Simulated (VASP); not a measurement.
# Re in VASP: a series of runs

Aim: see how the results for Re move with the level of theory and the settings. Levels: revPBE, BLYP, PBE. Tasks: single point, relaxation of cell and atoms.

Everything below comes from runs of VASP 6.6.1. Logs are shortened: lines on timing, memory, paths and dates and some standing lists are left out, and cuts for length are marked.

## Step 1: The cell of the first run

The structure is hexagonal, space group P6_3/mmc (No. 194). The conventional cell has a = 2.784 Å, b = 2.784 Å, c = 8.984 Å, α = 90.00°, β = 90.00°, γ = 120.00°. Re (site symmetry -6m2) has 12 Re at 2.76 to 2.78 Å within 3.6 Å. Re (site symmetry -3m) has 12 Re at 2.76 to 2.78 Å within 3.6 Å.

## Step 2: Single point, revPBE

INCAR reads:

```
SYSTEM = Re
ALGO = Normal
EDIFF = 1E-6
ENCUT = 520
GGA = RE
ISIF = 2
ISMEAR = -1
LASPH = .True.
LCHARG = .False.
LREAL = .False.
LWAVE = .False.
NBANDS = 22
NELM = 60
PREC = Accurate
SIGMA = 0.05
```

KPOINTS reads:

```
k-points
0
Gamma
  8 8 3
  0 0 0
```

POSCAR reads:

```
Re
1.0
    2.7835109069      0.0000000000      0.0000000000
   -1.3917554534      2.4105911571      0.0000000000
    0.0000000000      0.0000000000      8.9842605165
Re
4
Direct
    0.6666666667      0.3333333333      0.7500000000
    0.0000000000      0.0000000000      0.5000000000
    0.3333333333      0.6666666667      0.2500000000
    0.0000000000      0.0000000000      0.0000000000
```

Potentials or basis: VASP PAW PBE potentials, release 64 (Re).

Run with:

```sh
$ cat potpaw_PBE.64/Re/POTCAR > POTCAR
$ mpirun -np 1 vasp_std > vasp.out
```

OUTCAR:

```text
SYSTEM = Re
   EDIFF = 1E-6
   ENCUT = 520
   GGA = RE
   ISIF = 2
   ISMEAR = -1
   LASPH = .True.
   LREAL = .False.
   NELM = 60
   PREC = Accurate

 ion  position               nearest neighbor table
   1  0.667  0.333  0.750-   2 2.76   4 2.76   2 2.76   4 2.76   2 2.76   4 2.76
   2  0.000  0.000  0.500-   1 2.76   3 2.76   3 2.76   1 2.76   1 2.76   3 2.76
   3  0.333  0.667  0.250-   2 2.76   4 2.76   2 2.76   4 2.76   2 2.76   4 2.76
   4  0.000  0.000  0.000-   1 2.76   3 2.76   3 2.76   1 2.76   1 2.76   3 2.76

  LATTYP: Found a hexagonal cell.
 ALAT       =     2.7835109069
 C/A-ratio  =     3.2276721080

  Lattice vectors:

 A1 = (   2.7835109069,   0.0000000000,   0.0000000000)
 A2 = (  -1.3917554534,   2.4105911571,   0.0000000000)
 A3 = (   0.0000000000,   0.0000000000,   8.9842605165)

Analysis of symmetry for initial positions (statically):
=====================================================================
 Subroutine PRICEL returns:
 Original cell was already a primitive cell.

 Routine SETGRP: Setting up the symmetry group for a
 hexagonal supercell.

 Subroutine GETGRP returns: Found 24 space group operations
 (whereof 12 operations were pure point group operations)
 out of a pool of 24 trial point group operations.

The static configuration has the point symmetry D_3d.
 The point group associated with its full space group is D_6h.

Analysis of symmetry for dynamics (positions and initial velocities):
=====================================================================
 Subroutine PRICEL returns:
 Original cell was already a primitive cell.

 Routine SETGRP: Setting up the symmetry group for a
 hexagonal supercell.

 Subroutine GETGRP returns: Found 24 space group operations
 (whereof 12 operations were pure point group operations)
 out of a pool of 24 trial point group operations.

The dynamic configuration has the point symmetry D_3d.
 The point group associated with its full space group is D_6h.

 Subroutine INISYM returns: Found 24 space group operations
 (whereof 12 operations are pure point group operations),
 and found     1 'primitive' translations

----------------------------------------------------------------------------------------

                                     Primitive cell

  volume of cell :      60.2836

  direct lattice vectors                    reciprocal lattice vectors
     2.783510907  0.000000000  0.000000000     0.359258517  0.207418001  0.000000000
    -1.391755453  2.410591157  0.000000000     0.000000000  0.414836003  0.000000000
     0.000000000  0.000000000  8.984260516     0.000000000  0.000000000  0.111305766

  length of vectors
     2.783510907  2.783510907  8.984260516     0.414836003  0.414836003  0.111305766

  position of ions in fractional coordinates (direct lattice)
     0.666666667  0.333333333  0.750000000
     0.000000000  0.000000000  0.500000000
     0.333333333  0.666666667  0.250000000
     0.000000000  0.000000000  0.000000000

  ion indices of the primitive-cell ions
   primitive index   ion index
                 1           1
                 2           2
                 3           3
                 4           4

----------------------------------------------------------------------------------------

 KPOINTS: k-points

Automatic generation of k-mesh.
 Grid dimensions read from file:
 generate k-points for:    8    8    3

 Generating k-lattice:

  Cartesian coordinates                     Fractional coordinates (reciprocal lattice)
     0.044907315  0.025927250  0.000000000     0.125000000 -0.000000000  0.000000000
     0.000000000  0.051854500  0.000000000     0.000000000  0.125000000  0.000000000
     0.000000000  0.000000000  0.037101922     0.000000000  0.000000000  0.333333333

  Length of vectors
     0.051854500  0.051854500  0.037101922

  Shift w.r.t. Gamma in fractional coordinates (k-lattice)
     0.000000000  0.000000000  0.000000000

 Subroutine IBZKPT returns following result:
 ===========================================

 Found     20 irreducible k-points:

 Following reciprocal coordinates:
            Coordinates               Weight
  0.000000  0.000000  0.000000      1.000000
  0.125000  0.000000  0.000000      6.000000
  0.250000  0.000000  0.000000      6.000000
  0.375000  0.000000  0.000000      6.000000
  0.500000  0.000000  0.000000      3.000000
  0.125000  0.125000  0.000000      6.000000
[... 12 lines left out ...]
  0.250000  0.250000  0.333333     12.000000
  0.375000  0.250000  0.333333     12.000000
   k-points           NKPTS =     20   k-points in BZ     NKDIM =     20   number of bands    NBANDS=     22
   number of dos      NEDOS =    301   number of ions     NIONS =      4
   total plane-waves  NPLWV =  40320
   dimension x,y,z NGX =    24 NGY =   24 NGZ =   70
   dimension x,y,z NGXF=    48 NGYF=   48 NGZF=  140
   ions per type =               4
   NGX,Y,Z   is equivalent  to a cutoff of  14.33, 14.33, 12.95 a.u.
   NGXF,Y,Z  is equivalent  to a cutoff of  28.67, 28.67, 25.91 a.u.
 SYSTEM =  Re
   PREC   = accura    normal or accurate (medium, high low for compatibility)
   ISTART =      0    job   : 0-new  1-cont  2-samecut
   ICHARG =      2    charge: 1-file 2-atom 10-const
   ISPIN  =      1    spin polarized calculation?
   LNONCOLLINEAR =      F non collinear calculations
   LSORBIT =      F    spin-orbit coupling
   LASPH  =      T    aspherical Exc in radial PAW
   ENCUT  =  520.0 eV  38.22 Ry    6.18 a.u.   5.18  5.18 16.70*2*pi/ulx,y,z
   NELM   =     60;   NELMIN=  2; NELMDL= -5     # of ELM steps
   EDIFF  = 0.1E-05   stopping-criterion for ELM
   LREAL  =      F    real-space projection
   EDIFFG = 0.1E-04   stopping-criterion for IOM
   NSW    =      0    number of steps for IOM
   IBRION =     -1    ionic relax: 0-MD 1-quasi-New 2-CG
   NFREE  =      0    steps in history (QN), initial steepest desc. (CG)
   ISIF   =      2    stress and relaxation
   ISYM   =      2    0-nonsym 1-usesym 2-fastsym
   POTIM  = 0.5000    time-step for ionic-motion
   TEBEG  =    0.0;   TEEND  =   0.0 temperature during run
   PSTRESS=    0.0 pullay stress
   NELECT =      28.0000    total number of electrons
   NUPDOWN=      -1.0000    fix difference up-down
   EMIN   =  10.00;   EMAX   =-10.00  energy-range for DOS
   EFERMI =   0.00;   METHOD = LEGACY
   ISMEAR =    -1;   SIGMA  =   0.05  broadening in eV -4-tet -1-fermi 0-gaus
   EFERMI_NEDOS =   21; number of points for ismear=-14 and -15
   IALGO  =     38    algorithm
   IMIX   =      4    mixing-type and parameters
     AMIX     =   0.40;   BMIX     =  1.00
     AMIX_MAG =   1.60;   BMIX_MAG =  1.00
  volume/ion in A,a.u.               =      15.07       101.70
  Fermi-wavevector in a.u.,A,eV,Ry     =   1.267831  2.395852 21.869929  1.607394
  Thomas-Fermi vector in A             =   2.400958
   LORBIT       =      0    0 simple, 1 ext, 2 COOP (PROOUT), +10 PAW based schemes
   GGA     = RE    functional components
   LHFCALC =     F    Hartree Fock is set to
   AEXX    =    0.0000 exact exchange contribution
   IVDW    =     0    specifies the selected vdW correction
   LEPSILON=     F    determine dielectric tensor
   LRPA    =     F    only Hartree local field effects (RPA)
 non-spin polarized calculation
  energy-cutoff  :      520.00
  volume of cell :       60.28
 maximum number of plane-waves:      1638
 NGX is ok and might be reduce to    24
   NGX = 11   NGY = 11   NGZ = 33

 number of electron      27.9999999 magnetization

 Free energy of the ion-electron system (eV)
  ---------------------------------------------------
  ext. energy  EPLUGINS =         0.00000000
  ---------------------------------------------------
  free energy    TOTEN  =       -47.75016335 eV

  energy without entropy =      -47.72258930  energy(sigma->0) =      -47.73637633

 E-fermi :   7.7584     XC(G=0): -13.5802

 val. band max:        7.7335429466   @ k =   0.3750   0.2500   0.3333
 cond. band min:       7.7757357476   @ k =   0.1250   0.1250   0.3333
 fundamental gap:      0.0421928010
 Fermi energy:         7.7583847914

 k-point     1 :       0.0000    0.0000    0.0000
  band No.  band energies     occupation
      1      -2.0472      2.00000
      2       0.2152      2.00000
      3       0.3046      2.00000
      4       1.2168      2.00000
      5       5.2780      2.00000
      6       5.3618      2.00000
[... 14 lines left out ...]
     21      10.1538      0.00000
     22      10.1538      0.00000

 k-point     2 :       0.1250    0.0000    0.0000
  band No.  band energies     occupation
      1      -1.4399      2.00000
      2       0.7661      2.00000
      3       0.8482      2.00000
      4       1.7817      2.00000
      5       4.6343      2.00000
      6       4.9819      2.00000
[... 14 lines left out ...]
     21      10.0649      0.00000
     22      10.2953      0.00000

 k-point     3 :       0.2500    0.0000    0.0000
  band No.  band energies     occupation
      1       0.0855      2.00000
      2       1.7001      2.00000
      3       1.7586      2.00000
      4       2.7218      2.00000
      5       3.9706      2.00000
      6       4.2065      2.00000
[... 14 lines left out ...]
     21      10.8319      0.00000
     22      10.8713      0.00000

 k-point     4 :       0.3750    0.0000    0.0000
  band No.  band energies     occupation
      1       1.2214      2.00000
      2       1.5458      2.00000
      3       1.9405      2.00000
      4       2.5622      2.00000
      5       3.4321      2.00000
      6       3.5568      2.00000
[... 14 lines left out ...]
     21      11.6237      0.00000
     22      11.6553      0.00000

 k-point     5 :       0.5000    0.0000    0.0000
  band No.  band energies     occupation
      1       1.2291      2.00000
      2       1.2878      2.00000
      3       1.8538      2.00000
      4       2.5620      2.00000
      5       3.1224      2.00000
      6       3.5880      2.00000
[... 14 lines left out ...]
     21      12.0558      0.00000
     22      12.0780      0.00000

 k-point     6 :       0.1250    0.1250    0.0000
  band No.  band energies     occupation
      1      -0.3398      2.00000
      2       1.6097      2.00000
      3       1.6716      2.00000
      4       2.6948      2.00000
      5       4.0609      2.00000
      6       4.5160      2.00000
[... 14 lines left out ...]
     21      10.3967      0.00000
     22      10.7049      0.00000

 k-point     7 :       0.2500    0.1250    0.0000
  band No.  band energies     occupation
      1       1.2927      2.00000
      2       2.0774      2.00000
      3       2.2183      2.00000
      4       3.0365      2.00000
      5       3.7656      2.00000
      6       4.0123      2.00000
[... 224 lines left out ...]
      6       4.2736      2.00000
[... 14 lines left out ...]
     21      10.6059      0.00000
     22      11.3009      0.00000

 k-point    17 :       0.2500    0.1250    0.3333
  band No.  band energies     occupation
      1       1.3880      2.00000
      2       1.6861      2.00000
      3       2.6573      2.00000
      4       3.1654      2.00000
      5       3.3153      2.00000
      6       3.7647      2.00000
[... 14 lines left out ...]
     21      11.2729      0.00000
     22      11.5537      0.00000

 k-point    18 :       0.3750    0.1250    0.3333
  band No.  band energies     occupation
      1       1.8359      2.00000
      2       2.0092      2.00000
      3       2.3398      2.00000
      4       2.6458      2.00000
      5       2.9249      2.00000
      6       3.2037      2.00000
[... 14 lines left out ...]
     21      12.9190      0.00000
     22      13.1044      0.00000

 k-point    19 :       0.2500    0.2500    0.3333
  band No.  band energies     occupation
      1       2.5605      2.00000
      2       2.6784      2.00000
      3       2.7466      2.00000
      4       2.9071      2.00000
      5       3.8400      2.00000
      6       3.9400      2.00000
[... 14 lines left out ...]
     21      13.2123      0.00000
     22      13.3327      0.00000

 k-point    20 :       0.3750    0.2500    0.3333
  band No.  band energies     occupation
      1       2.6329      2.00000
      2       2.7222      2.00000
      3       3.1875      2.00000
      4       3.2579      2.00000
      5       3.5816      2.00000
      6       3.9052      2.00000
[... 14 lines left out ...]
     21      14.4549      0.00000
     22      14.6238      0.00000

------------------------ aborting loop because EDIFF is reached ----------------------------------------

  FORCE on cell =-STRESS in cart. coord.  units (eV):
  Direction    XX          YY          ZZ          XY          YZ          ZX
  --------------------------------------------------------------------------------------
  -------------------------------------------------------------------------------------
  Total       -0.2357091     -0.2357091     -0.2939878     -0.0000000     -0.0000000     -0.0000000
  in kB       -6.2645253     -6.2645253     -7.8134182     -0.0000000     -0.0000000     -0.0000000
  external PRESSURE =      -6.7808229 kB  Pullay stress =       0.0000000 kB

 VOLUME and BASIS-vectors are now :
 -----------------------------------------------------------------------------
  energy-cutoff  :      520.00
  volume of cell :       60.28
      direct lattice vectors                 reciprocal lattice vectors
     2.783510907  0.000000000  0.000000000     0.359258517  0.207418001  0.000000000
    -1.391755453  2.410591157  0.000000000     0.000000000  0.414836003  0.000000000
     0.000000000  0.000000000  8.984260516     0.000000000  0.000000000  0.111305766

 POSITION                                       TOTAL-FORCE (eV/Angst)
 -----------------------------------------------------------------------------------
      1.39176      0.80353      6.73820         0.000000      0.000000     -0.000000
      0.00000      0.00000      4.49213         0.000000      0.000000      0.000000
     -0.00000      1.60706      2.24607        -0.000000     -0.000000      0.000000
      0.00000      0.00000      0.00000         0.000000      0.000000      0.000000
 -----------------------------------------------------------------------------------
    total drift:                               -0.000000      0.000000      0.000000

  FREE ENERGIE OF THE ION-ELECTRON SYSTEM (eV)
  ---------------------------------------------------
  free  energy   TOTEN  =       -47.7501633535 eV

  energy  without entropy=      -47.7225892999  energy(sigma->0) =      -47.73637633
```

Wall time 46 s (1 thread of Intel Xeon Platinum 8259CL at 2.50GHz (Skylake/Cascade Lake), shared host); peak memory 0.19 GiB.

What came out:

- Free energy: -47.7502 eV
- Pressure: -0.7 GPa
- Band gap on the k mesh: zero (bands 14 and 15 overlap by 2.38 eV)

Caveat: the PAW data sets were made with another functional, which shifts forces and pressure a little; spin-orbit coupling is left out, which moves the levels of the heavy elements.

## Step 3: Single point, BLYP

This run uses another cell than the first one, of 15.53 Å³/atom.

INCAR reads:

```
AGGAC = 1.0 ; AGGAX = 1.0
ALDAC = 0.0 ; ALDAX = 1.0
ALGO = Normal ; EDIFF = 1E-6
ENCUT = 520 ; GGA = B5
ISIF = 2 ; ISMEAR = -1
LASPH = T ; LCHARG = T
LELF = T ; LREAL = F
LVHAR = T ; LWAVE = F
NBANDS = 22 ; NELM = 100
PREC = Accurate ; SIGMA = 0.05
```

KPOINTS reads:

```
k-points
0
Gamma
  8 8 3
```

POSCAR reads:

```
Re
1.0
    2.8145819022      0.0000000000      0.0000000000
   -1.4072909511      2.4374994283      0.0000000000
    0.0000000000      0.0000000000      9.0558749893
Re
4
Direct
    0.6666666667      0.3333333333      0.7500000000
    0.0000000000      0.0000000000      0.5000000000
    0.3333333333      0.6666666667      0.2500000000
    0.0000000000      0.0000000000      0.0000000000
```

Potentials or basis: VASP PAW PBE potentials, release 64 (Re).

Run with:

```sh
$ cat potpaw_PBE.64/Re/POTCAR > POTCAR
$ mpirun -np 1 vasp_std > vasp.out
```

Wall time 68 s (1 thread of Intel Xeon Platinum 8259CL at 2.50GHz (Skylake/Cascade Lake), shared host); peak memory 0.19 GiB.

It converged, with:

| Quantity | Value |
| --- | --- |
| Free energy | -43.0418 eV |
| Pressure | 1.7 GPa |
| Band gap on the k mesh | zero (bands 14 and 15 overlap by 2.60 eV) |

Stress tensor (GPa, compression positive):
```
1.79 0.00 0.00
0.00 1.79 0.00
0.00 0.00 1.60
```

Levels at points of the mesh, in eV from the Fermi level:
```tsv
k point	band 10	band 11	band 12	band 13	band 14	band 15	band 16	band 17	band 18	band 19
(0.00, 0.00, 0.00)	-1.87	-1.55	-1.20	-1.20	-1.14	-1.14	0.48	0.48	0.74	1.30
(0.50, 0.00, 0.00)	-1.97	-0.78	0.21	0.23	1.27	2.15	3.45	3.48	3.65	3.71
```

Caveat: the PAW data sets were made with another functional, which shifts forces and pressure a little; spin-orbit coupling is left out, which moves the levels of the heavy elements.

[end of part 1 of 2]
